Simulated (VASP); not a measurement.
# Bi2Te3 (R-3m) in VASP: a series of runs

Aim: see how the results for Bi2Te3 move with the level of theory and the settings. Levels: PBE, r2SCAN, BLYP. Tasks: single point.

Everything below comes from runs of VASP 6.6.1. Logs are shortened: lines on timing, memory, paths and dates and some standing lists are left out, and cuts for length are marked.

**Experimental background.**

“Vacancy and Antisite-Induced Ferromagnetism in Liquid-Phase Exfoliated Bi2Te3”, 2024, arxiv:2412.10539 quotes, for a bulk crystal of Bi2Te3: band gap 0.17 eV.

The results are compared with them further down.

## (1) The cell of the first run

It takes space group R-3m (No. 166, trigonal). The conventional cell has a = 4.392 Å, b = 4.392 Å, c = 30.398 Å, α = 90.00°, β = 90.00°, γ = 120.00°. Bi (site symmetry 3m) has 6 Te at 3.07 to 3.25 Å within 4.0 Å. Te (site symmetry 3m) has 3 Bi at 3.07 Å and 3 Te at 3.64 Å within 4.0 Å. Within 4.6 Å of Te (site symmetry -3m) lie 6 Bi at 3.25 Å and 12 Te at 4.39 to 4.54 Å.

## (2) Single point, PBE

INCAR

```
PREC     = Accurate       # precision mode
ENCUT    = 520            # plane-wave cutoff, eV
EDIFF    = 1E-7           # SCF threshold, eV
ISMEAR   = -1             # smearing method
SIGMA    = 0.05           # smearing width, eV
LREAL    = F              # projectors in reciprocal space
LASPH    = T              # aspherical terms in the spheres
NELM     = 80             # most SCF steps
ALGO     = Normal         # electronic algorithm
ISIF     = 2              # what is computed and relaxed
LWAVE    = F              # write WAVECAR
LCHARG   = F              # write CHGCAR
GGA      = PE             # functional
NBANDS   = 32             # bands
```

KPOINTS

```
regular mesh
0
Gamma
  7 7 7
```

POSCAR

```
Bi2Te3
1.0
    2.1960650449      1.2678987448     10.1325068491
   -2.1960650449      1.2678987448     10.1325068491
    0.0000000000     -2.5357974896     10.1325068491
Bi Te
2 3
Direct
    0.5999357608      0.5999357608      0.5999357608
    0.4000642392      0.4000642392      0.4000642392
    0.7903666865      0.7903666865      0.7903666865
    0.2096333135      0.2096333135      0.2096333135
    0.0000000000      0.0000000000      0.0000000000
```

Potentials or basis: VASP PAW PBE potentials, release 64 (Bi_d, Te).

Started as:

```console
> cat potpaw_PBE.64/Bi_d/POTCAR potpaw_PBE.64/Te/POTCAR > POTCAR
> mpirun -np 1 vasp_std > vasp.out
```

OUTCAR:

```text
PREC = Accurate
   ENCUT = 520
   EDIFF = 1E-7
   ISMEAR = -1
   LREAL = F
   LASPH = T
   NELM = 80
   ISIF = 2
   GGA = PE

 ion  position               nearest neighbor table
   1  0.600  0.600  0.600-   4 3.07   4 3.07   4 3.07   5 3.25   5 3.25   5 3.25
   2  0.400  0.400  0.400-   3 3.07   3 3.07   3 3.07   5 3.25   5 3.25   5 3.25
   3  0.790  0.790  0.790-   2 3.07   2 3.07   2 3.07   4 3.64   4 3.64   4 3.64
   4  0.210  0.210  0.210-   1 3.07   1 3.07   1 3.07   3 3.64   3 3.64   3 3.64
   5  0.000  0.000  0.000-   1 3.25   2 3.25   1 3.25   1 3.25   2 3.25   2 3.25

  LATTYP: Found a trigonal (rhomboedric) cell.
 ALAT       =    10.4449970778
 COS(alpha) =     0.9115895200

  Lattice vectors:

 A1 = (   2.1960650449,   1.2678987448,  10.1325068491)
 A2 = (  -2.1960650449,   1.2678987448,  10.1325068491)
 A3 = (   0.0000000000,  -2.5357974896,  10.1325068491)

Analysis of symmetry for initial positions (statically):
=====================================================================
 Subroutine PRICEL returns:
 Original cell was already a primitive cell.

 Routine SETGRP: Setting up the symmetry group for a
 trigonal (rhombohedral) supercell.

 Subroutine GETGRP returns: Found 12 space group operations
 (whereof 12 operations were pure point group operations)
 out of a pool of 12 trial point group operations.

The static configuration has the point symmetry D_3d.

Analysis of symmetry for dynamics (positions and initial velocities):
=====================================================================
 Subroutine PRICEL returns:
 Original cell was already a primitive cell.

 Routine SETGRP: Setting up the symmetry group for a
 trigonal (rhombohedral) supercell.

 Subroutine GETGRP returns: Found 12 space group operations
 (whereof 12 operations were pure point group operations)
 out of a pool of 12 trial point group operations.

The dynamic configuration has the point symmetry D_3d.

 Subroutine INISYM returns: Found 12 space group operations
 (whereof 12 operations are pure point group operations),
 and found     1 'primitive' translations

----------------------------------------------------------------------------------------

                                     Primitive cell

  volume of cell :     169.2770

  direct lattice vectors                    reciprocal lattice vectors
     2.196065045  1.267898745 10.132506849     0.227679959  0.131451086  0.032897420
    -2.196065045  1.267898745 10.132506849    -0.227679959  0.131451086  0.032897420
     0.000000000 -2.535797490 10.132506849     0.000000000 -0.262902172  0.032897420

  length of vectors
    10.444997078 10.444997078 10.444997078     0.264952434  0.264952434  0.264952434

  position of ions in fractional coordinates (direct lattice)
     0.599935761  0.599935761  0.599935761
     0.400064239  0.400064239  0.400064239
     0.790366687  0.790366687  0.790366687
     0.209633313  0.209633313  0.209633313
     0.000000000  0.000000000  0.000000000

  ion indices of the primitive-cell ions
   primitive index   ion index
                 1           1
                 2           2
                 3           3
                 4           4
                 5           5

----------------------------------------------------------------------------------------

 KPOINTS: regular mesh

Automatic generation of k-mesh.
 Grid dimensions read from file:
 generate k-points for:    7    7    7

 Generating k-lattice:

  Cartesian coordinates                     Fractional coordinates (reciprocal lattice)
     0.032525708  0.018778727  0.004699631     0.142857143  0.000000000  0.000000000
    -0.032525708  0.018778727  0.004699631     0.000000000  0.142857143  0.000000000
     0.000000000 -0.037557453  0.004699631     0.000000000  0.000000000  0.142857143

  Length of vectors
     0.037850348  0.037850348  0.037850348

  Shift w.r.t. Gamma in fractional coordinates (k-lattice)
     0.000000000  0.000000000  0.000000000

 Subroutine IBZKPT returns following result:
 ===========================================

 Found     44 irreducible k-points:

 Following reciprocal coordinates:
            Coordinates               Weight
  0.000000  0.000000  0.000000      1.000000
  0.142857  0.000000  0.000000      6.000000
  0.285714  0.000000  0.000000      6.000000
  0.428571 -0.000000  0.000000      6.000000
  0.142857  0.142857  0.000000      6.000000
  0.285714  0.142857  0.000000     12.000000
[... 16 lines left out ...]
  0.285714  0.285714  0.142857      6.000000
  0.428571  0.285714  0.142857     12.000000
 [... further k-points ...]
   k-points           NKPTS =     44   k-points in BZ     NKDIM =     44   number of bands    NBANDS=     32
   number of dos      NEDOS =    301   number of ions     NIONS =      5
   total plane-waves  NPLWV = 512000
   dimension x,y,z NGX =    80 NGY =   80 NGZ =   80
   dimension x,y,z NGXF=   160 NGYF=  160 NGZF=  160
   ions per type =               2   3
   NGX,Y,Z   is equivalent  to a cutoff of  12.73, 12.73, 12.73 a.u.
   NGXF,Y,Z  is equivalent  to a cutoff of  25.47, 25.47, 25.47 a.u.
 SYSTEM =  unknown system
   PREC   = accura    normal or accurate (medium, high low for compatibility)
   ISTART =      0    job   : 0-new  1-cont  2-samecut
   ICHARG =      2    charge: 1-file 2-atom 10-const
   ISPIN  =      1    spin polarized calculation?
   LNONCOLLINEAR =      F non collinear calculations
   LSORBIT =      F    spin-orbit coupling
   LASPH  =      T    aspherical Exc in radial PAW
   ENCUT  =  520.0 eV  38.22 Ry    6.18 a.u.  19.42 19.42 19.42*2*pi/ulx,y,z
   NELM   =     80;   NELMIN=  2; NELMDL= -5     # of ELM steps
   EDIFF  = 0.1E-06   stopping-criterion for ELM
   LREAL  =      F    real-space projection
   EDIFFG = 0.1E-05   stopping-criterion for IOM
   NSW    =      0    number of steps for IOM
   IBRION =     -1    ionic relax: 0-MD 1-quasi-New 2-CG
   NFREE  =      0    steps in history (QN), initial steepest desc. (CG)
   ISIF   =      2    stress and relaxation
   ISYM   =      2    0-nonsym 1-usesym 2-fastsym
   POTIM  = 0.5000    time-step for ionic-motion
   TEBEG  =    0.0;   TEEND  =   0.0 temperature during run
   PSTRESS=    0.0 pullay stress
   NELECT =      48.0000    total number of electrons
   NUPDOWN=      -1.0000    fix difference up-down
   EMIN   =  10.00;   EMAX   =-10.00  energy-range for DOS
   EFERMI =   0.00;   METHOD = LEGACY
   ISMEAR =    -1;   SIGMA  =   0.05  broadening in eV -4-tet -1-fermi 0-gaus
   EFERMI_NEDOS =   21; number of points for ismear=-14 and -15
   IALGO  =     38    algorithm
   IMIX   =      4    mixing-type and parameters
     AMIX     =   0.40;   BMIX     =  1.00
     AMIX_MAG =   1.60;   BMIX_MAG =  1.00
  volume/ion in A,a.u.               =      33.86       228.47
  Fermi-wavevector in a.u.,A,eV,Ry     =   1.075530  2.032457 15.738746  1.156765
  Thomas-Fermi vector in A             =   2.211389
   LORBIT       =      0    0 simple, 1 ext, 2 COOP (PROOUT), +10 PAW based schemes
   GGA     = PE    functional components
   LHFCALC =     F    Hartree Fock is set to
   AEXX    =    0.0000 exact exchange contribution
   IVDW    =     0    specifies the selected vdW correction
   LEPSILON=     F    determine dielectric tensor
   LRPA    =     F    only Hartree local field effects (RPA)
 non-spin polarized calculation
  energy-cutoff  :      520.00
  volume of cell :      169.28
 maximum number of plane-waves:      4576
 NGX is ok and might be reduce to    80
   NGX = 39   NGY = 39   NGZ = 39

 number of electron      48.0000005 magnetization

 Free energy of the ion-electron system (eV)
  ---------------------------------------------------
  ext. energy  EPLUGINS =         0.00000000
  ---------------------------------------------------
  free energy    TOTEN  =       -18.33523673 eV

  energy without entropy =      -18.33503558  energy(sigma->0) =      -18.33513615

 E-fermi :   6.3550     XC(G=0):  -9.3298

 val. band max:        6.2207759840   @ k =   0.0000   0.0000   0.0000
 cond. band min:       6.4838191860   @ k =   0.0000   0.0000   0.0000
 fundamental gap:      0.2630432020
 Fermi energy:         6.3549512892

 k-point     1 :       0.0000    0.0000    0.0000
  band No.  band energies     occupation
      1     -16.9889      2.00000
      2     -16.9889      2.00000
      3     -16.9874      2.00000
      4     -16.9874      2.00000
      5     -16.9809      2.00000
      6     -16.9795      2.00000
[... 24 lines left out ...]
     31      11.0555      0.00000
     32      11.5720      0.00000

 k-point     2 :       0.1429    0.0000    0.0000
  band No.  band energies     occupation
      1     -16.9905      2.00000
      2     -16.9888      2.00000
      3     -16.9870      2.00000
      4     -16.9855      2.00000
      5     -16.9796      2.00000
      6     -16.9785      2.00000
[... 24 lines left out ...]
     31      10.5244      0.00000
     32      11.1719      0.00000

 k-point     3 :       0.2857    0.0000    0.0000
  band No.  band energies     occupation
      1     -16.9948      2.00000
      2     -16.9926      2.00000
      3     -16.9842      2.00000
      4     -16.9824      2.00000
      5     -16.9809      2.00000
      6     -16.9787      2.00000
[... 24 lines left out ...]
     31      10.2975      0.00000
     32      11.7053      0.00000

 k-point     4 :       0.4286   -0.0000    0.0000
  band No.  band energies     occupation
      1     -16.9986      2.00000
      2     -16.9959      2.00000
      3     -16.9838      2.00000
      4     -16.9825      2.00000
      5     -16.9811      2.00000
      6     -16.9802      2.00000
[... 654 lines left out ...]
     31       9.9841      0.00000
     32      11.8634      0.00000

 k-point    23 :       0.2857    0.2857    0.1429
  band No.  band energies     occupation
      1     -16.9905      2.00000
      2     -16.9888      2.00000
      3     -16.9869      2.00000
      4     -16.9855      2.00000
      5     -16.9796      2.00000
      6     -16.9785      2.00000
[... 24 lines left out ...]
     31      10.8212      0.00000
     32      11.1290      0.00000

 k-point    24 :       0.4286    0.2857    0.1429
  band No.  band energies     occupation
      1     -16.9924      2.00000
      2     -16.9909      2.00000
      3     -16.9848      2.00000
      4     -16.9847      2.00000
      5     -16.9789      2.00000
      6     -16.9787      2.00000
[... 24 lines left out ...]
     31      10.6457      0.00000
     32      10.6958      0.00000

 [... further k-points ...]

------------------------ aborting loop because EDIFF is reached ----------------------------------------

  FORCE on cell =-STRESS in cart. coord.  units (eV):
  Direction    XX          YY          ZZ          XY          YZ          ZX
  --------------------------------------------------------------------------------------
  -------------------------------------------------------------------------------------
  Total        2.1005970      2.1005970      2.0797997      0.0000000      0.0000000      0.0000000
  in kB       19.8817858     19.8817858     19.6849433      0.0000000      0.0000000      0.0000000
  external PRESSURE =      19.8161717 kB  Pullay stress =       0.0000000 kB

 VOLUME and BASIS-vectors are now :
 -----------------------------------------------------------------------------
  energy-cutoff  :      520.00
  volume of cell :      169.28
      direct lattice vectors                 reciprocal lattice vectors
     2.196065045  1.267898745 10.132506849     0.227679959  0.131451086  0.032897420
    -2.196065045  1.267898745 10.132506849    -0.227679959  0.131451086  0.032897420
     0.000000000 -2.535797490 10.132506849     0.000000000 -0.262902172  0.032897420

 POSITION                                       TOTAL-FORCE (eV/Angst)
 -----------------------------------------------------------------------------------
      0.00000      0.00000     18.23656         0.000000      0.000000      0.011005
      0.00000      0.00000     12.16096         0.000000     -0.000000     -0.011005
      0.00000      0.00000     24.02519         0.000000     -0.000000      0.017854
      0.00000      0.00000      6.37233         0.000000     -0.000000     -0.017854
      0.00000      0.00000      0.00000         0.000000     -0.000000     -0.000000
 -----------------------------------------------------------------------------------
    total drift:                               -0.000000     -0.000000      0.000000

  FREE ENERGIE OF THE ION-ELECTRON SYSTEM (eV)
  ---------------------------------------------------
  free  energy   TOTEN  =       -18.3352367314 eV

  energy  without entropy=      -18.3350355756  energy(sigma->0) =      -18.33513615
```

It took 12 min on 1 thread of Intel Xeon 6975P-C (Granite Rapids), shared host; peak memory 0.98 GiB.

What came out:

- Free energy: -18.3352 eV
- Pressure: 2.0 GPa
- Largest force: 0.018 eV/Å
- Band gap on the k mesh: 0.26 eV

Forces on the atoms (eV/Å):
```
Bi   0.000  0.000  0.011
Bi   0.000  0.000 -0.011
Te   0.000  0.000  0.018
Te   0.000  0.000 -0.018
Te   0.000  0.000  0.000
```

Levels at points of the mesh, in eV from the valence-band top:
| k point | band 21 | band 22 | band 23 | band 24 | band 25 | band 26 | band 27 | band 28 |
| --- | --- | --- | --- | --- | --- | --- | --- | --- |
| (0.00, 0.00, 0.00) | -1.73 | -0.89 | -0.89 | 0.00 | 0.26 | 0.64 | 0.64 | 1.94 |

Caveat: spin-orbit coupling is left out, which moves the levels of the heavy elements; an odd mesh through Γ misses points on the zone boundary, where band edges can lie.

## (3) Single point, PBE

This run uses another cell than the first one, of 36.50 Å³/atom.

INCAR

```
ALGO = Normal
EDIFF = 1E-7
ENCUT = 520
GGA = PE
ISIF = 2
ISMEAR = -1
LASPH = T
LCHARG = F
LREAL = F
LWAVE = F
NBANDS = 32
NELM = 80
PREC = Accurate
SIGMA = 0.05
```

KPOINTS

```
k-points
0
Gamma
  7 7 7
```

POSCAR

```
Bi2Te3
1.0
    2.2242469491      1.2841695748     10.6489684832
   -2.2242469491      1.2841695748     10.6489684832
    0.0000000000     -2.5683391497     10.6489684831
Bi Te
2 3
Direct
    0.6024029825      0.6024029825      0.6024029825
    0.3975970175      0.3975970175      0.3975970175
    0.7847936995      0.7847936995      0.7847936995
    0.2152063005      0.2152063005      0.2152063005
    0.0000000000      0.0000000000      0.0000000000
```

Potentials or basis: VASP PAW PBE potentials, release 64 (Bi_d, Te).

Started as:

```console
> cat potpaw_PBE.64/Bi_d/POTCAR potpaw_PBE.64/Te/POTCAR > POTCAR
> mpirun -np 1 vasp_std > vasp.out
```

Run time: 20 min. Hardware: 1 thread of Intel Xeon 6975P-C (Granite Rapids), shared host; peak memory 1.2 GiB.

Results (log left out):

| Property | Result |
| --- | --- |
| Free energy | -18.4000 eV |
| Pressure | 0.0 GPa |
| Largest force | 0.009 eV/Å |
| Band gap on the k mesh | 0.49 eV |

Forces in eV/Å, atoms in the order of the input:
```
Bi   0.000  0.000  0.009
Bi   0.000  0.000 -0.009
Te   0.000  0.000  0.009
Te   0.000  0.000 -0.009
Te   0.000  0.000  0.000
```

Levels at points of the mesh, in eV from the valence-band top:
```
           k point  band 21  band 22  band 23  band 24  band 25  band 26  band 27  band 28
(0.00, 0.00, 0.00)    -1.31    -0.62    -0.62     0.00     0.49     1.07     1.07     2.04
```

Caveat: spin-orbit coupling is left out, which moves the levels of the heavy elements; an odd mesh through Γ misses points on the zone boundary, where band edges can lie.

(Part 1 of 2 ends here.)
